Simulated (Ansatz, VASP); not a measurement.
## Two plane-wave programs on La

File INCAR:

```
SYSTEM = La
ALGO     = Normal         ! electronic algorithm
EDIFF    = 1E-6           ! SCF threshold, eV
ENCUT    = 520            ! plane-wave cutoff, eV
ISIF     = 2              ! what is computed and relaxed
ISMEAR   = -1             ! smearing method
LASPH    = .True.         ! aspherical terms in the spheres
LCHARG   = .False.        ! write CHGCAR
LREAL    = .False.        ! projectors in reciprocal space
LWAVE    = .False.        ! write WAVECAR
NBANDS   = 12             ! bands
NELM     = 60             ! most SCF steps
PREC     = Accurate       ! precision mode
SIGMA    = 0.1            ! smearing width, eV
```

KPOINTS

```
k-points
0
Gamma
  11 11 11
  0 0 0
```

The input POSCAR:

```
La
1.0
    3.2888035720      0.0000000000      0.0000000000
    0.0000000000      3.2888035720      0.0000000000
    0.0000000000      0.0000000000      3.2888035720
La
1
Direct
    0.0000000000      0.0000000000      0.0000000000
```

Input for Ansatz:

```yaml
crystal:
  lattice:
    - [3.288803572, 0.0, 0.0]
    - [0.0, 3.288803572, 0.0]
    - [0.0, 0.0, 3.288803572]
  atoms:
    - { symbol: La, position: [0.0, 0.0, 0.0] }
hamiltonian:
  xc: lda
  pseudopotentials:
    kind: paw
    azcp:
      La: "pseudopotentials/La.paw.azcp"
basis:
  ecutwfc: 420
  fft_grid_basis: typed
kpoints:
  mp_grid: { grid: [11, 11, 11], shift: [0, 0, 0] }
magnetization:
  spin_polarized: false
scf:
  occupations: { method: fermi_dirac, width: 0.1 }
  lower_state_search: "off"
output:
  stress: true
  write_density: true
  write_potential: true
  elf: true
  volumetric_format: npy
```

Alike in both runs: task single point; functional LDA; k mesh 11 × 11 × 11; occupations fermi-dirac, width 0.1 eV; no spin polarisation.

```csv
,VASP,Ansatz
version,VASP 6.6.1,Ansatz 0.2.0
potentials or method,"VASP PAW LDA potentials, release 64 (La), cutoff 520 eV","plane waves (420 eV) with PAW, scalar-relativistic"
valence electrons in the cell,11,11
```

```tsv
	VASP	Ansatz	Ansatz less VASP
pressure (GPa)	-2.9	-2.8	+0.11
```

Ansatz warns that its potentials were made for another functional, while VASP's fit it. LDA's correlation is that of Perdew and Zunger in VASP and of Perdew and Wang (1992) in Ansatz.

Neither program's run includes spin-orbit coupling.
